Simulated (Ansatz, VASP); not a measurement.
# MgO in VASP and in Ansatz

Contents of INCAR:

```
PREC = Accurate
ENCUT = 520
EDIFF = 1E-7
ISMEAR = 0
SIGMA = 0.05
LREAL = F
LASPH = T
NELM = 60
ALGO = Normal
ISIF = 2
LWAVE = F
LCHARG = T
GGA = PE
LELF = T
LVHAR = T
NBANDS = 16
```

The input KPOINTS:

```
regular mesh
0
Gamma
  9 9 6
```

POSCAR

```
MgO
1.0
    3.3152854007      0.0000000000      0.0000000000
   -1.6576427004      2.8711213778      0.0000000000
    0.0000000000      0.0000000000      5.1215474231
Mg O
2 2
Direct
    0.3060461396      0.6796581063      0.0063188067
    0.6939538604      0.3203418937      0.5063188067
    0.3585452670      0.6546632589      0.3982811933
    0.6414547330      0.3453367411      0.8982811933
```

Input for Ansatz:

```yaml
crystal:
  lattice:
    - [3.3152854007, 0.0, 0.0]
    - [-1.6576427004, 2.8711213778, 0.0]
    - [0.0, 0.0, 5.1215474231]
  atoms:
    - { symbol: Mg, position: [0.3060461396, 0.6796581063, 0.0063188067] }
    - { symbol: Mg, position: [0.6939538604, 0.3203418937, 0.5063188067] }
    - { symbol: O, position: [0.358545267, 0.6546632589, 0.3982811933] }
    - { symbol: O, position: [0.641454733, 0.3453367411, 0.8982811933] }
basis:
  ecutwfc: 520.0
kpoints:
  mp_grid: { grid: [9, 9, 6] }
hamiltonian:
  xc: pbe
  pseudopotentials: { kind: paw, azcp: { folder: soft_1 } }
scf:
  occupations: { method: gaussian, width: 0.05 }
output:
  forces: true
  stress: true
  eigenvalues: true
```

Change from the starting cell: mode 4 frozen in at -0.112 Å and mode 5 at +0.037 Å (largest displacements).

Alike in both runs: task single point; functional PBE; k mesh 9 × 9 × 6; occupations gaussian, width 0.05 eV; no spin polarisation.

|  | VASP | Ansatz |
| --- | --- | --- |
| version | VASP 6.6.1 | Ansatz 0.2.0 |
| potentials or method | VASP PAW PBE potentials, release 64 (Mg, O), cutoff 520 eV | scalar-relativistic, plane waves, PAW |
| valence electrons in the cell | 16 | 32 |

|  | VASP | Ansatz | Ansatz less VASP |
| --- | --- | --- | --- |
| gap on the k mesh at the Fermi level (eV) | 3.30 | 3.32 | +0.020 |
| least direct gap on the mesh (eV) | 3.30 | 3.32 | +0.020 |
| pressure (GPa) | -0.7 | -0.3 | +0.43 |
| traceless stress, the component that is largest in VASP (GPa) | -0.48 | -0.47 | +0.014 |
| rms of the force components (eV/Å) | 0.173 | 0.171 | -0.0018 |

Atom by atom the forces differ by 0.002 eV/Å (rms over components). VASP's potentials hold 16 valence electrons a cell and Ansatz's 32, so a difference there can come from the potentials and not from the codes.
